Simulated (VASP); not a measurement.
# Ti8HO16 (a cell with a defect) (Rutile) in VASP: further runs

Ti8HO16 (a cell with a defect) (Rutile) is run at these levels: PBE; tasks: single point.

All numbers are computed with VASP 6.6.1; they aren't measurements. Logs are shortened: lines on timing, memory, paths and dates and some standing lists are left out, and cuts for length are marked.

## (1) The cell of the first run

The cell holds a defect, 25 atoms: a = 6.567 Å, b = 6.567 Å, c = 7.530 Å, α = 115.85°, β = 115.85°, γ = 90.00°.

## (2) Single point, PBE

Input file INCAR:

```
PREC = Accurate
ENCUT = 520
EDIFF = 1E-6
ISMEAR = 0
SIGMA = 0.02
LREAL = Auto
LASPH = T
NELM = 80
ALGO = Normal
ISIF = 2
LWAVE = F
LCHARG = F
GGA = PE
NELECT = 192.0
NBANDS = 114
```

Input file KPOINTS:

```
regular mesh
0
Gamma
  3 3 3
```

Input file POSCAR:

```
Ti8HO16
1.0
    4.6432750182     -4.6432750182      0.0000000000
    4.6432750182      4.6432750182      0.0000000000
   -4.6432750182      0.0000000000      5.9277640358
Ti O H
8 16 1
Direct
    1.0240693983     -0.0024625175     -0.0007712858
    0.2419740971      0.2382407408      0.4984670412
    0.4737689691      0.5228240001     -0.0006230005
    0.7438198103      0.7385782513      0.5000627525
    0.1010410823      0.6250996381      0.2451067538
    0.3756756516      0.8532471914      0.7325615483
    0.6415864935      0.1204435522      0.2672906665
    0.8550851111      0.3794023244      0.7548007939
   -0.0148687072      0.3042784452      0.0001899536
    0.2463403583      0.5536170099      0.4964222567
    0.4954961151      0.8124297437      0.0000074227
    0.7494677848      0.0572572249      0.5036469033
    0.8193257656      0.6357157066      0.2506835615
    0.0775629509      0.8824205105      0.7514394927
    0.3258206633      0.1309112521      0.2484864430
    0.5686778239      0.3852260583      0.7498319726
    0.0076081574      0.6952859252     -0.0000074227
    0.2564241731      0.9451822130      0.5004566616
    0.5365587774      0.2080473293      0.0002351646
    0.7556514522      0.4447721710      0.4996975221
    0.4306604460      0.6221757012      0.2510751088
    0.6832502644      0.8696333661      0.7498228629
    0.9331785303      0.1199034205      0.2504753885
    0.1792725174      0.3709331441      0.7487349316
    0.6862937980      0.2261272148      0.0008682869
```

Potentials or basis: VASP PAW PBE potentials, release 64 (Ti_sv, O, H).

Started as:

```bash
cat potpaw_PBE.64/Ti_sv/POTCAR potpaw_PBE.64/O/POTCAR potpaw_PBE.64/H/POTCAR > POTCAR
mpirun -np 1 vasp_std > vasp.out
```

OUTCAR:

```text
PREC = Accurate
   ENCUT = 520
   EDIFF = 1E-6
   ISMEAR = 0
   LREAL = Auto
   LASPH = T
   NELM = 80
   ISIF = 2
   GGA = PE
   NELECT = 192.0

 ion  position               nearest neighbor table
   1  0.024  0.998  0.999-  14 1.88  15 1.88  17 1.99   9 2.03  22 2.05  23 2.06
   2  0.242  0.238  0.498-  23 1.91  24 1.93  18 1.93  16 2.00  15 2.02  10 2.08
   3  0.474  0.523  0.999-  24 1.86  21 1.87  11 1.90  16 2.07  13 2.08  19 2.11
   4  0.744  0.739  0.500-  22 1.92  21 1.93  20 1.93  13 1.98  14 2.03  12 2.08
   5  0.101  0.625  0.245-  13 1.87  17 1.94   9 1.95  10 1.98  18 1.98  21 2.15   6 2.90   8 2.91

   6  0.376  0.853  0.733-  10 1.84  18 1.94  11 1.96  22 1.97  14 2.03  19 2.16   5 2.90
   7  0.642  0.120  0.267-  12 1.84  20 1.94  11 1.96  23 1.97  15 2.02  19 2.16   8 2.90
   8  0.855  0.379  0.755-  16 1.87  17 1.94   9 1.95  12 1.97  20 1.98  24 2.15   7 2.90   5 2.91

   9  0.985  0.304  0.000-   8 1.95   5 1.95   1 2.03
  10  0.246  0.554  0.496-   6 1.84   5 1.98   2 2.08
  11  0.495  0.812  0.000-   3 1.90   7 1.96   6 1.96
  12  0.749  0.057  0.504-   7 1.84   8 1.97   4 2.08
  13  0.819  0.636  0.251-   5 1.87   4 1.98   3 2.08
  14  0.078  0.882  0.751-   1 1.88   4 2.03   6 2.03
  15  0.326  0.131  0.248-   1 1.88   7 2.02   2 2.02
  16  0.569  0.385  0.750-   8 1.87   2 2.00   3 2.07
  17  0.008  0.695  1.000-   5 1.94   8 1.94   1 1.99
  18  0.256  0.945  0.500-   2 1.93   6 1.94   5 1.98
  19  0.537  0.208  0.000-  25 0.99   3 2.11   7 2.16   6 2.16
  20  0.756  0.445  0.500-   4 1.93   7 1.94   8 1.98
  21  0.431  0.622  0.251-   3 1.87   4 1.93   5 2.15
  22  0.683  0.870  0.750-   4 1.92   6 1.97   1 2.05
  23  0.933  0.120  0.250-   2 1.91   7 1.97   1 2.06
  24  0.179  0.371  0.749-   3 1.86   2 1.93   8 2.15
  25  0.686  0.226  0.001-  19 0.99

  LATTYP: Found a body centered tetragonal cell.
 ALAT       =     6.5665825046
 C/A-ratio  =     1.8054335057

  Lattice vectors:

 A1 = (   0.0000000000,  -4.6432750182,  -5.9277640358)
 A2 = (   0.0000000000,   4.6432750182,  -5.9277640358)
 A3 = (   4.6432750182,   0.0000000000,   5.9277640358)

Analysis of symmetry for initial positions (statically):
=====================================================================
 Subroutine PRICEL returns:
 Original cell was already a primitive cell.

 Routine SETGRP: Setting up the symmetry group for a
 body centered tetragonal supercell.

 Subroutine GETGRP returns: Found  1 space group operations
 (whereof  1 operations were pure point group operations)
 out of a pool of 16 trial point group operations.

The static configuration has the point symmetry C_1 .

Analysis of symmetry for dynamics (positions and initial velocities):
=====================================================================
 Subroutine PRICEL returns:
 Original cell was already a primitive cell.

 Routine SETGRP: Setting up the symmetry group for a
 body centered tetragonal supercell.

 Subroutine GETGRP returns: Found  1 space group operations
 (whereof  1 operations were pure point group operations)
 out of a pool of 16 trial point group operations.

The dynamic configuration has the point symmetry C_1 .

 Subroutine INISYM returns: Found  1 space group operations
 (whereof  1 operations are pure point group operations),
 and found     1 'primitive' translations

----------------------------------------------------------------------------------------

                                     Primitive cell

  volume of cell :     255.6052

  direct lattice vectors                    reciprocal lattice vectors
     4.643275018 -4.643275018  0.000000000     0.107682616 -0.107682616  0.084348837
     4.643275018  4.643275018  0.000000000     0.107682616  0.107682616  0.084348837
    -4.643275018  0.000000000  5.927764036     0.000000000  0.000000000  0.168697673

  length of vectors
     6.566582505  6.566582505  7.529833289     0.174085662  0.174085662  0.168697673

  position of ions in fractional coordinates (direct lattice)
     0.024069398  0.997537483  0.999228714
     0.241974097  0.238240741  0.498467041
     0.473768969  0.522824000  0.999377000
     0.743819810  0.738578251  0.500062752
     0.101041082  0.625099638  0.245106754
     0.375675652  0.853247191  0.732561548
[... 17 lines left out ...]
     0.179272517  0.370933144  0.748734932
     0.686293798  0.226127215  0.000868287

  ion indices of the primitive-cell ions
   primitive index   ion index
                 1           1
                 2           2
                 3           3
                 4           4
                 5           5
                 6           6
[... 17 lines left out ...]
                24          24
                25          25

----------------------------------------------------------------------------------------

 KPOINTS: regular mesh

Automatic generation of k-mesh.
 Grid dimensions read from file:
 generate k-points for:    3    3    3

 Generating k-lattice:

  Cartesian coordinates                     Fractional coordinates (reciprocal lattice)
     0.035894205 -0.035894205  0.028116279     0.333333333  0.000000000  0.000000000
     0.035894205  0.035894205  0.028116279     0.000000000  0.333333333  0.000000000
     0.000000000  0.000000000  0.056232558     0.000000000  0.000000000  0.333333333

  Length of vectors
     0.058028554  0.058028554  0.056232558

  Shift w.r.t. Gamma in fractional coordinates (k-lattice)
     0.000000000  0.000000000  0.000000000

 Subroutine IBZKPT returns following result:
 ===========================================

 Found     14 irreducible k-points:

 Following reciprocal coordinates:
            Coordinates               Weight
  0.000000  0.000000  0.000000      1.000000
  0.333333  0.000000  0.000000      2.000000
  0.000000 -0.333333  0.333333      2.000000
 -0.333333  0.000000  0.333333      2.000000
  0.000000  0.333333  0.000000      2.000000
  0.333333  0.333333  0.000000      2.000000
  0.333333 -0.333333  0.333333      2.000000
 -0.333333 -0.333333 -0.333333      2.000000
 -0.333333  0.333333  0.333333      2.000000
 -0.333333  0.333333  0.000000      2.000000
  0.333333  0.333333 -0.333333      2.000000
  0.000000  0.000000  0.333333      2.000000
  0.333333  0.000000  0.333333      2.000000
  0.000000 -0.333333 -0.333333      2.000000
   k-points           NKPTS =     14   k-points in BZ     NKDIM =     14   number of bands    NBANDS=    114
   number of dos      NEDOS =    301   number of ions     NIONS =     25
   total plane-waves  NPLWV = 140000
   dimension x,y,z NGX =    50 NGY =   50 NGZ =   56
   dimension x,y,z NGXF=   100 NGYF=  100 NGZF=  112
   ions per type =               8  16   1
   NGX,Y,Z   is equivalent  to a cutoff of  12.66, 12.66, 12.36 a.u.
   NGXF,Y,Z  is equivalent  to a cutoff of  25.32, 25.32, 24.73 a.u.
 SYSTEM =  unknown system
   PREC   = accura    normal or accurate (medium, high low for compatibility)
   ISTART =      0    job   : 0-new  1-cont  2-samecut
   ICHARG =      2    charge: 1-file 2-atom 10-const
   ISPIN  =      1    spin polarized calculation?
   LNONCOLLINEAR =      F non collinear calculations
   LSORBIT =      F    spin-orbit coupling
   LASPH  =      T    aspherical Exc in radial PAW
   ENCUT  =  520.0 eV  38.22 Ry    6.18 a.u.  12.21 12.21 14.00*2*pi/ulx,y,z
   NELM   =     80;   NELMIN=  2; NELMDL= -5     # of ELM steps
   EDIFF  = 0.1E-05   stopping-criterion for ELM
   LREAL  =      T    real-space projection
   EDIFFG = 0.1E-04   stopping-criterion for IOM
   NSW    =      0    number of steps for IOM
   IBRION =     -1    ionic relax: 0-MD 1-quasi-New 2-CG
   NFREE  =      0    steps in history (QN), initial steepest desc. (CG)
   ISIF   =      2    stress and relaxation
   ISYM   =      2    0-nonsym 1-usesym 2-fastsym
   POTIM  = 0.5000    time-step for ionic-motion
   TEBEG  =    0.0;   TEEND  =   0.0 temperature during run
   PSTRESS=    0.0 pullay stress
   NELECT =     192.0000    total number of electrons
   NUPDOWN=      -1.0000    fix difference up-down
   EMIN   =  10.00;   EMAX   =-10.00  energy-range for DOS
   EFERMI =   0.00;   METHOD = LEGACY
   ISMEAR =     0;   SIGMA  =   0.02  broadening in eV -4-tet -1-fermi 0-gaus
   EFERMI_NEDOS =   21; number of points for ismear=-14 and -15
   IALGO  =     38    algorithm
   IMIX   =      4    mixing-type and parameters
     AMIX     =   0.40;   BMIX     =  1.00
     AMIX_MAG =   1.60;   BMIX_MAG =  1.00
  volume/ion in A,a.u.               =      10.22        69.00
  Fermi-wavevector in a.u.,A,eV,Ry     =   1.488168  2.812230 30.132066  2.214644
  Thomas-Fermi vector in A             =   2.601237
   LORBIT       =      0    0 simple, 1 ext, 2 COOP (PROOUT), +10 PAW based schemes
   GGA     = PE    functional components
   LHFCALC =     F    Hartree Fock is set to
   AEXX    =    0.0000 exact exchange contribution
   IVDW    =     0    specifies the selected vdW correction
   LEPSILON=     F    determine dielectric tensor
   LRPA    =     F    only Hartree local field effects (RPA)
 non-spin polarized calculation
 Gauss-broadening in eV      SIGMA  =   0.02
  energy-cutoff  :      520.00
  volume of cell :      255.61
 maximum number of plane-waves:      6906
 NGX is ok and might be reduce to    50
   NGX = 25   NGY = 25   NGZ = 27

 number of electron     191.9999985 magnetization

 Free energy of the ion-electron system (eV)
  ---------------------------------------------------
  ext. energy  EPLUGINS =         0.00000000
  ---------------------------------------------------
  free energy    TOTEN  =      -224.51362423 eV

  energy without entropy =     -224.51362423  energy(sigma->0) =     -224.51362423

 E-fermi :   4.6059     XC(G=0): -11.2769

 val. band max:        4.5044721376   @ k =   0.0000   0.0000   0.0000
 cond. band min:       6.5718214537   @ k =   0.0000   0.0000   0.0000
 fundamental gap:      2.0673493161
 Fermi energy:         4.6059215417

 k-point     1 :       0.0000    0.0000    0.0000
  band No.  band energies     occupation
      1     -52.2743      2.00000
      2     -52.2677      2.00000
      3     -52.2574      2.00000
      4     -52.2502      2.00000
      5     -52.2029      2.00000
      6     -52.1803      2.00000
[... 100 lines left out ...]
    107       7.5469      0.00000
    108       7.6694      0.00000
[... 1441 lines left out ...]
    107       7.5742      0.00000
    108       7.6786      0.00000
 [bands above 108 left out]

------------------------ aborting loop because EDIFF is reached ----------------------------------------

  FORCE on cell =-STRESS in cart. coord.  units (eV):
  Direction    XX          YY          ZZ          XY          YZ          ZX
  --------------------------------------------------------------------------------------
  -------------------------------------------------------------------------------------
  Total       -7.5221912     -4.2532666     -2.1465020      2.3006446     -0.0019007      0.0057856
  in kB      -47.1503839    -26.6602044    -13.4546422     14.4208345     -0.0119141      0.0362649
  external PRESSURE =     -29.0884102 kB  Pullay stress =       0.0000000 kB

 VOLUME and BASIS-vectors are now :
 -----------------------------------------------------------------------------
  energy-cutoff  :      520.00
  volume of cell :      255.61
      direct lattice vectors                 reciprocal lattice vectors
     4.643275018 -4.643275018  0.000000000     0.107682616 -0.107682616  0.084348837
     4.643275018  4.643275018  0.000000000     0.107682616  0.107682616  0.084348837
    -4.643275018  0.000000000  5.927764036     0.000000000  0.000000000  0.168697673

 POSITION                                       TOTAL-FORCE (eV/Angst)
 -----------------------------------------------------------------------------------
      0.10391      4.52008      5.92319        -0.028332      0.033238     -0.000532
     -0.08475     -0.01734      2.95479         0.039305     -0.016121     -0.001811
     -0.01293      0.22778      5.92407         0.005979     -0.045101     -0.002809
      4.56125     -0.02434      2.96425         0.032848     -0.007216      0.010767
      2.23357      2.43335      1.45294         0.040373     -0.043213      0.010777
      2.30474      2.21750      4.34245         0.021896      0.032797      0.059737
[... 17 lines left out ...]
     -0.92183      0.88993      4.43832        -0.053661      0.048369     -0.024586
      4.23259     -2.13668      0.00515         0.078938     -0.066902      0.000254
 -----------------------------------------------------------------------------------
    total drift:                               -0.016144     -0.012445     -0.019681

  FREE ENERGIE OF THE ION-ELECTRON SYSTEM (eV)
  ---------------------------------------------------
  free  energy   TOTEN  =      -224.5136242335 eV

  energy  without entropy=     -224.5136242335  energy(sigma->0) =     -224.51362423
```

Wall time 15 min (1 thread of AMD EPYC 7R13 (Zen 3), shared host); peak memory 0.48 GiB.

Results:

```
Free energy   : -224.5136 eV
Largest force : 0.103 eV/Å
```

Forces on the atoms (eV/Å):
```
Ti  -0.028  0.033 -0.001
Ti   0.039 -0.016 -0.002
Ti   0.006 -0.045 -0.003
Ti   0.033 -0.007  0.011
Ti   0.040 -0.043  0.011
Ti   0.022  0.033  0.060
Ti   0.023  0.029 -0.059
Ti   0.042 -0.040 -0.010
O   -0.044 -0.024 -0.003
O   -0.046 -0.043 -0.037
O    0.012  0.005 -0.002
O   -0.046 -0.047  0.040
O   -0.014  0.025 -0.006
O    0.029 -0.017 -0.039
O    0.028 -0.012  0.038
O   -0.020  0.026  0.002
O    0.024  0.030  0.002
O    0.011  0.008 -0.007
O   -0.071  0.044  0.001
O    0.011  0.005  0.006
O   -0.056  0.048  0.026
O   -0.011  0.015  0.023
O   -0.008  0.014 -0.028
O   -0.054  0.048 -0.025
H    0.079 -0.067  0.000
```

Caveat: the cell carries a net charge on a neutralising background, which shifts energy and pressure; the cell is charged against a uniform background, so pressure and absolute levels hang on convention.

(Part 1 of 2 ends here.)
